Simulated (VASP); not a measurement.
# Si2W (I4/mmm) in VASP: notebook

The runs below take Si2W through single point, with PBE.

All numbers are computed with VASP 6.6.1; they aren't measurements. Logs are shortened: lines on timing, memory, paths and dates and some standing lists are left out, and cuts for length are marked.

## (1) The cell of the first run

The structure is tetragonal, space group I4/mmm (No. 139). The conventional cell has a = 3.182 Å, b = 3.182 Å, c = 7.776 Å, α = 90.00°, β = 90.00°, γ = 90.00°. Si (site symmetry 4mm) has 9 Si at 2.58 to 3.18 Å and 5 W at 2.59 to 2.60 Å within 3.4 Å. W (site symmetry 4/mmm) has 10 Si at 2.59 to 2.60 Å and 4 W at 3.18 Å within 3.4 Å.

## (2) Single point, PBE (13.12 Å³/atom)

File INCAR:

```
PREC = Accurate ; ENCUT = 520
EDIFF = 1E-7 ; ISMEAR = 0
SIGMA = 0.05 ; LREAL = False
LASPH = True ; NELM = 100
ALGO = Normal ; ISIF = 2
LWAVE = False ; LCHARG = False
GGA = PE ; NBANDS = 18
```

File KPOINTS:

```
regular mesh
0
Gamma
  18 18 18
```

File POSCAR:

```
Si2W
1.0
   -1.5910857466      1.5910857466      3.8882299855
    1.5910857466     -1.5910857466      3.8882299855
    1.5910857466      1.5910857466     -3.8882299855
Si W
2 1
Direct
    0.3339486883      0.3339486883      0.0000000000
    0.6660513117      0.6660513117      0.0000000000
    0.0000000000      0.0000000000      0.0000000000
```

Potentials or basis: VASP PAW PBE potentials, release 64 (Si, W_sv).

Command:

```console
$ cat potpaw_PBE.64/Si/POTCAR potpaw_PBE.64/W_sv/POTCAR > POTCAR
$ mpirun -np 1 vasp_std > vasp.out
```

OUTCAR:

```text
PREC = Accurate
   ENCUT = 520
   EDIFF = 1E-7
   ISMEAR = 0
   LREAL = False
   LASPH = True
   NELM = 100
   ISIF = 2
   GGA = PE

 ion  position               nearest neighbor table
   1  0.334  0.334  0.000-   2 2.58   3 2.59   3 2.59   3 2.59   3 2.59   3 2.60   2 2.60   2 2.60
                             2 2.60   2 2.60
   2  0.666  0.666  0.000-   1 2.58   3 2.59   3 2.59   3 2.59   3 2.59   3 2.60   1 2.60   1 2.60
                             1 2.60   1 2.60
   3  0.000  0.000  0.000-   2 2.59   1 2.59   2 2.59   1 2.59   2 2.59   1 2.59   1 2.59   2 2.59
                             1 2.60   2 2.60

  LATTYP: Found a body centered tetragonal cell.
 ALAT       =     3.1821714932
 C/A-ratio  =     2.4437589199

  Lattice vectors:

 A1 = (  -1.5910857466,   1.5910857466,   3.8882299855)
 A2 = (   1.5910857466,  -1.5910857466,   3.8882299855)
 A3 = (   1.5910857466,   1.5910857466,  -3.8882299855)

Analysis of symmetry for initial positions (statically):
=====================================================================
 Subroutine PRICEL returns:
 Original cell was already a primitive cell.

 Routine SETGRP: Setting up the symmetry group for a
 body centered tetragonal supercell.

 Subroutine GETGRP returns: Found 16 space group operations
 (whereof 16 operations were pure point group operations)
 out of a pool of 16 trial point group operations.

The static configuration has the point symmetry D_4h.

Analysis of symmetry for dynamics (positions and initial velocities):
=====================================================================
 Subroutine PRICEL returns:
 Original cell was already a primitive cell.

 Routine SETGRP: Setting up the symmetry group for a
 body centered tetragonal supercell.

 Subroutine GETGRP returns: Found 16 space group operations
 (whereof 16 operations were pure point group operations)
 out of a pool of 16 trial point group operations.

The dynamic configuration has the point symmetry D_4h.

 Subroutine INISYM returns: Found 16 space group operations
 (whereof 16 operations are pure point group operations),
 and found     1 'primitive' translations

----------------------------------------------------------------------------------------

                                     Primitive cell

  volume of cell :      39.3731

  direct lattice vectors                    reciprocal lattice vectors
    -1.591085747  1.591085747  3.888229986     0.000000000  0.314250820  0.128593216
     1.591085747 -1.591085747  3.888229986     0.314250820  0.000000000  0.128593216
[... 90 lines left out ...]
   NSW    =      0    number of steps for IOM
   IBRION =     -1    ionic relax: 0-MD 1-quasi-New 2-CG
   NFREE  =      0    steps in history (QN), initial steepest desc. (CG)
   ISIF   =      2    stress and relaxation
   ISYM   =      2    0-nonsym 1-usesym 2-fastsym
   POTIM  = 0.5000    time-step for ionic-motion
   TEBEG  =    0.0;   TEEND  =   0.0 temperature during run
   PSTRESS=    0.0 pullay stress
   NELECT =      22.0000    total number of electrons
   NUPDOWN=      -1.0000    fix difference up-down
   EMIN   =  10.00;   EMAX   =-10.00  energy-range for DOS
   EFERMI =   0.00;   METHOD = LEGACY
   ISMEAR =     0;   SIGMA  =   0.05  broadening in eV -4-tet -1-fermi 0-gaus
   EFERMI_NEDOS =   21; number of points for ismear=-14 and -15
   IALGO  =     38    algorithm
   IMIX   =      4    mixing-type and parameters
     AMIX     =   0.40;   BMIX     =  1.00
     AMIX_MAG =   1.60;   BMIX_MAG =  1.00
  volume/ion in A,a.u.               =      13.12        88.57
  Fermi-wavevector in a.u.,A,eV,Ry     =   1.348392  2.548091 24.737565  1.818160
  Thomas-Fermi vector in A             =   2.476064
   LORBIT       =      0    0 simple, 1 ext, 2 COOP (PROOUT), +10 PAW based schemes
   GGA     = PE    functional components
   LHFCALC =     F    Hartree Fock is set to
   AEXX    =    0.0000 exact exchange contribution
   IVDW    =     0    specifies the selected vdW correction
   LEPSILON=     F    determine dielectric tensor
   LRPA    =     F    only Hartree local field effects (RPA)
 non-spin polarized calculation
 Gauss-broadening in eV      SIGMA  =   0.05
  energy-cutoff  :      520.00
  volume of cell :       39.37
 maximum number of plane-waves:      1079
 NGX is ok and might be reduce to    36
   NGX = 17   NGY = 17   NGZ = 17

 number of electron      21.9999999 magnetization

 Free energy of the ion-electron system (eV)
  ---------------------------------------------------
  ext. energy  EPLUGINS =         0.00000000
  ---------------------------------------------------
  free energy    TOTEN  =       -24.76588693 eV

  energy without entropy =      -24.76573008  energy(sigma->0) =      -24.76580850

 E-fermi :  12.3606     XC(G=0): -12.6569

 val. band max:       12.3262031980   @ k =  -0.3889   0.5000   0.3333
 cond. band min:      12.4048446668   @ k =  -0.3889  -0.4444   0.3333
 fundamental gap:      0.0786414688
 Fermi energy:        12.3605941955

 k-point     1 :       0.0000    0.0000    0.0000
  band No.  band energies     occupation
      1     -61.4415      2.00000
      2     -25.7347      2.00000
      3     -25.6914      2.00000
      4     -25.6914      2.00000
      5      -1.9622      2.00000
      6       5.3294      2.00000
[... 481 lines left out ...]
      5      -1.0313      2.00000
      6       5.4953      2.00000
[... 10 lines left out ...]
     17      18.8662      0.00000
     18      20.6687      0.00000

 [... further k-points ...]

------------------------ aborting loop because EDIFF is reached ----------------------------------------

  FORCE on cell =-STRESS in cart. coord.  units (eV):
  Direction    XX          YY          ZZ          XY          YZ          ZX
  --------------------------------------------------------------------------------------
  -------------------------------------------------------------------------------------
  Total        2.4298542      2.4298542      2.3981711      0.0000000      0.0000000      0.0000000
  in kB       98.8761831     98.8761831     97.5869286      0.0000000      0.0000000      0.0000000
  external PRESSURE =      98.4464316 kB  Pullay stress =       0.0000000 kB

 VOLUME and BASIS-vectors are now :
 -----------------------------------------------------------------------------
  energy-cutoff  :      520.00
  volume of cell :       39.37
      direct lattice vectors                 reciprocal lattice vectors
    -1.591085747  1.591085747  3.888229986     0.000000000  0.314250820  0.128593216
     1.591085747 -1.591085747  3.888229986     0.314250820  0.000000000  0.128593216
     1.591085747  1.591085747 -3.888229986     0.314250820  0.314250820  0.000000000

 POSITION                                       TOTAL-FORCE (eV/Angst)
 -----------------------------------------------------------------------------------
      0.00000      0.00000      2.59694        -0.000000     -0.000000     -0.005874
      0.00000      0.00000      5.17952         0.000000      0.000000      0.005874
      0.00000      0.00000      0.00000         0.000000      0.000000     -0.000000
 -----------------------------------------------------------------------------------
    total drift:                               -0.000000     -0.000000      0.000000

  FREE ENERGIE OF THE ION-ELECTRON SYSTEM (eV)
  ---------------------------------------------------
  free  energy   TOTEN  =       -24.7658869314 eV

  energy  without entropy=      -24.7657300754  energy(sigma->0) =      -24.76580850
```

stdout:

```text
POSCAR found type information on POSCAR SiW
 POSCAR found :  2 types and       3 ions
 scaLAPACK will be used
 LDA part: xc-table for (Slater+PW92), standard interpolation
 POSCAR, INCAR and KPOINTS ok, starting setup
 FFT: planning ... GRIDC
 FFT: planning ... GRID_SOFT
 FFT: planning ... GRID
 WAVECAR not read
 entering main loop
```

It took 3.1 min on 1 thread of Intel Xeon 6975P-C (Granite Rapids), shared host; peak memory 0.45 GiB.

What came out:

| Quantity | Value |
| --- | --- |
| Free energy | -24.7659 eV |
| Pressure | 9.8 GPa |
| Largest force | 0.006 eV/Å |
| Band gap on the k mesh | zero (bands 11 and 12 overlap by 1.36 eV) |

Forces on the atoms (eV/Å):
```
Si   0.000  0.000 -0.006
Si   0.000  0.000  0.006
W    0.000  0.000  0.000
```

Caveat: the cell stands under pressure; spin-orbit coupling is left out, which moves the levels of the heavy elements.

## (3) Single point, PBE (13.40 Å³/atom)

This run uses another cell than the first one, of 13.40 Å³/atom.

File INCAR:

```
SYSTEM = Si2W
  ALGO = Normal
  EDIFF = 1E-7
  ENCUT = 520
  GGA = PE
  ISIF = 2
  ISMEAR = 0
  LASPH = .TRUE.
  LCHARG = .FALSE.
  LREAL = .FALSE.
  LWAVE = .FALSE.
  NBANDS = 18
  NELM = 100
  PREC = Accurate
  SIGMA = 0.05
```

File KPOINTS:

```
k-points
0
G
  18 18 18
  0 0 0
```

File POSCAR:

```
Si2W
1.0
   -1.6028369112      1.6028369112      3.9112474059
    1.6028369112     -1.6028369112      3.9112474059
    1.6028369112      1.6028369112     -3.9112474059
Si W
2 1
Direct
    0.3342708085      0.3342708085      0.0000000000
    0.6657291915      0.6657291915      0.0000000000
    0.0000000000      0.0000000000      0.0000000000
```

Potentials or basis: VASP PAW PBE potentials, release 64 (Si, W_sv).

Command:

```console
$ cat potpaw_PBE.64/Si/POTCAR potpaw_PBE.64/W_sv/POTCAR > POTCAR
$ mpirun -np 1 vasp_std > vasp.out
```

OUTCAR:

```text
SYSTEM = Si2W
   EDIFF = 1E-7
   ENCUT = 520
   GGA = PE
   ISIF = 2
   ISMEAR = 0
   LASPH = .TRUE.
   LREAL = .FALSE.
   NELM = 100
   PREC = Accurate

 ion  position               nearest neighbor table
   1  0.334  0.334  0.000-   2 2.59   3 2.61   3 2.61   3 2.61   3 2.61   3 2.61   2 2.62   2 2.62
                             2 2.62   2 2.62
   2  0.666  0.666  0.000-   1 2.59   3 2.61   3 2.61   3 2.61   3 2.61   3 2.61   1 2.62   1 2.62
                             1 2.62   1 2.62
   3  0.000  0.000  0.000-   2 2.61   2 2.61   1 2.61   1 2.61   2 2.61   2 2.61   1 2.61   1 2.61
                             1 2.61   2 2.61

[... 704 lines left out ...]
  --------------------------------------------------------------------------------------
  -------------------------------------------------------------------------------------
  Total        1.1925939      1.1925939      1.1584558      0.0000000      0.0000000     -0.0000000
  in kB       47.5389094     47.5389094     46.1781026      0.0000000      0.0000000     -0.0000000
  external PRESSURE =      47.0853071 kB  Pullay stress =       0.0000000 kB

 VOLUME and BASIS-vectors are now :
 -----------------------------------------------------------------------------
  energy-cutoff  :      520.00
  volume of cell :       40.19
      direct lattice vectors                 reciprocal lattice vectors
    -1.602836911  1.602836911  3.911247406     0.000000000  0.311946896  0.127836454
     1.602836911 -1.602836911  3.911247406     0.311946896  0.000000000  0.127836454
     1.602836911  1.602836911 -3.911247406     0.311946896  0.311946896  0.000000000

 POSITION                                       TOTAL-FORCE (eV/Angst)
 -----------------------------------------------------------------------------------
      0.00000      0.00000      2.61483        -0.000000     -0.000000     -0.007136
      0.00000      0.00000      5.20766         0.000000      0.000000      0.007136
      0.00000      0.00000      0.00000        -0.000000     -0.000000      0.000000
 -----------------------------------------------------------------------------------
    total drift:                                0.000000      0.000000     -0.000000

  FREE ENERGIE OF THE ION-ELECTRON SYSTEM (eV)
  ---------------------------------------------------
  free  energy   TOTEN  =       -24.8031184958 eV

  energy  without entropy=      -24.8029575727  energy(sigma->0) =      -24.80303803
```

OSZICAR:

```text
N       E                     dE             d eps       ncg     rms          rms(c)
DAV:   1     0.131498435006E+03    0.13150E+03   -0.10850E+04 17288   0.124E+03
DAV:   2    -0.211182064832E+02   -0.15262E+03   -0.14891E+03 19692   0.323E+02
DAV:   3    -0.256206370560E+02   -0.45024E+01   -0.44420E+01 21488   0.498E+01
DAV:   4    -0.256601770643E+02   -0.39540E-01   -0.39484E-01 20504   0.491E+00
DAV:   5    -0.256605974128E+02   -0.42035E-03   -0.42032E-03 20626   0.540E-01    0.257E+01
DAV:   6    -0.249047729594E+02    0.75582E+00   -0.34385E+00 18596   0.132E+01    0.893E+00
DAV:   7    -0.248251155356E+02    0.79657E-01   -0.22126E-01 18466   0.265E+00    0.456E+00
DAV:   8    -0.248036176016E+02    0.21498E-01   -0.41013E-02 19612   0.159E+00    0.333E-01
DAV:   9    -0.248032112939E+02    0.40631E-03   -0.10506E-03 19880   0.255E-01    0.194E-01
DAV:  10    -0.248031244230E+02    0.86871E-04   -0.26629E-04 20564   0.140E-01    0.417E-02
DAV:  11    -0.248031188990E+02    0.55240E-05   -0.34368E-05 19692   0.417E-02    0.172E-02
DAV:  12    -0.248031192853E+02   -0.38630E-06   -0.14582E-06 20600   0.798E-03    0.411E-03
DAV:  13    -0.248031185690E+02    0.71631E-06   -0.27848E-07 17090   0.469E-03    0.621E-04
DAV:  14    -0.248031184958E+02    0.73234E-07   -0.11891E-08  9560   0.997E-04
   1 F= -.24803118E+02 E0= -.24803038E+02  d E =-.160923E-03
```

stdout:

```text
POSCAR found type information on POSCAR SiW
 POSCAR found :  2 types and       3 ions
 scaLAPACK will be used
 LDA part: xc-table for (Slater+PW92), standard interpolation
 POSCAR, INCAR and KPOINTS ok, starting setup
 FFT: planning ... GRIDC
 FFT: planning ... GRID_SOFT
 FFT: planning ... GRID
 WAVECAR not read
 entering main loop
```

Run time: 4 min. Hardware: 1 thread of Intel Xeon 6975P-C (Granite Rapids), shared host; peak memory 0.45 GiB.

What came out:

```yaml
Free_energy: -24.8031 eV
Pressure: 4.7 GPa
Largest_force: 0.007 eV/Å
Band_gap_on_the_k_mesh: zero (bands 11 and 12 overlap by 1.30 eV)
```

Forces in eV/Å, atoms in the order of the input:
```
Si   0.000  0.000 -0.007
Si   0.000  0.000  0.007
W    0.000  0.000  0.000
```

Stress tensor (GPa, compression positive):
```
4.75 0.00 0.00
0.00 4.75 0.00
0.00 0.00 4.62
```

Caveat: the cell stands under pressure; spin-orbit coupling is left out, which moves the levels of the heavy elements.

## (4) Single point, PBE

This run uses another cell than the first one, of 13.48 Å³/atom.

File INCAR:

```
SYSTEM = Si2W
PREC = Accurate
ENCUT = 520
EDIFF = 1E-7
ISMEAR = 0
SIGMA = 0.05
LREAL = .False.
LASPH = .True.
NELM = 80
ALGO = Normal
ISIF = 2
LWAVE = .False.
LCHARG = .True.
GGA = PE
LELF = .True.
LVHAR = .True.
NBANDS = 18
```

File KPOINTS:

```
regular mesh
0
Gamma
  18 18 18
  0 0 0
```

File POSCAR:

```
Si2W
1.0
   -1.6069000000      1.6069000000      3.9149500000
    1.6069000000     -1.6069000000      3.9149500000
    1.6069000000      1.6069000000     -3.9149500000
Si W
2 1
Direct
    0.3343574116      0.3343574116      0.0000000000
    0.6656425884      0.6656425884      0.0000000000
    0.0000000000      0.0000000000      0.0000000000
```

Command:

```console
$ cat potpaw_PBE.64/Si/POTCAR potpaw_PBE.64/W_sv/POTCAR > POTCAR
$ mpirun -np 1 vasp_std > vasp.out
```

Wall time 3.5 min (1 thread of Intel Xeon 6975P-C (Granite Rapids), shared host); peak memory 0.46 GiB.

Results (log left out):

```yaml
Free_energy: -24.8092 eV
Pressure: 3.3 GPa
Largest_force: 0.006 eV/Å
Band_gap_on_the_k_mesh: zero (bands 11 and 12 overlap by 1.28 eV)
```

Forces in eV/Å, atoms in the order of the input:
```
Si   0.000  0.000 -0.006
Si   0.000  0.000  0.006
W    0.000  0.000  0.000
```

Stress tensor (GPa, compression positive):
```
3.20 0.00 0.00
0.00 3.20 0.00
0.00 0.00 3.56
```

Levels at points of the mesh, in eV from the Fermi level:
| k point | band 7 | band 8 | band 9 | band 10 | band 11 | band 12 | band 13 | band 14 | band 15 | band 16 |
| --- | --- | --- | --- | --- | --- | --- | --- | --- | --- | --- |
| (0.00, 0.00, 0.00) | -3.75 | -3.32 | -2.86 | -2.86 | 0.61 | 2.72 | 2.91 | 3.07 | 3.07 | 4.62 |
| (0.50, 0.00, 0.00) | -5.74 | -4.87 | -2.80 | -2.77 | -0.45 | 2.70 | 2.76 | 3.94 | 4.42 | 5.08 |
| (0.50, 0.50, 0.00) | -6.02 | -5.52 | -5.03 | -3.26 | -1.76 | 2.77 | 2.97 | 3.13 | 3.89 | 4.32 |
| (0.50, 0.50, 0.50) | -3.85 | -2.60 | -0.86 | -0.86 | -0.51 | -0.51 | 0.79 | 4.49 | 4.89 | 6.14 |

Caveat: the cell stands under pressure; spin-orbit coupling is left out, which moves the levels of the heavy elements.

## (5) The runs side by side

| cell | gap on the mesh (eV) | pressure (GPa) | largest force (eV/Å) |
| --- | --- | --- | --- |
| a = 4.492 Å, angles 138.5, 138.5, 60.1°, 3 atoms, atomic positions A | none | 9.8 | 0.01 |
| a = 4.521 Å, angles 138.5, 138.5, 60.2°, 3 atoms, atomic positions B | none | 4.7 | 0.01 |
| a = 4.527 Å, angles 138.4, 138.4, 60.3°, 3 atoms, atomic positions C | none | 3.3 | 0.01 |

Alike in all rows: task single point; level PBE; potentials or basis VASP PAW PBE potentials, release 64 (Si, W_sv); no spin polarisation; k mesh 18 × 18 × 18; cutoff (eV) 520; smearing gaussian 0.05 eV.

Caveats: the cell stands under pressure; spin-orbit coupling is left out, which moves the levels of the heavy elements.

Absolute energies hang on the potentials; compare differences alone.

The gap in the log of VASP goes by the Fermi energy; the results here count the filled bands.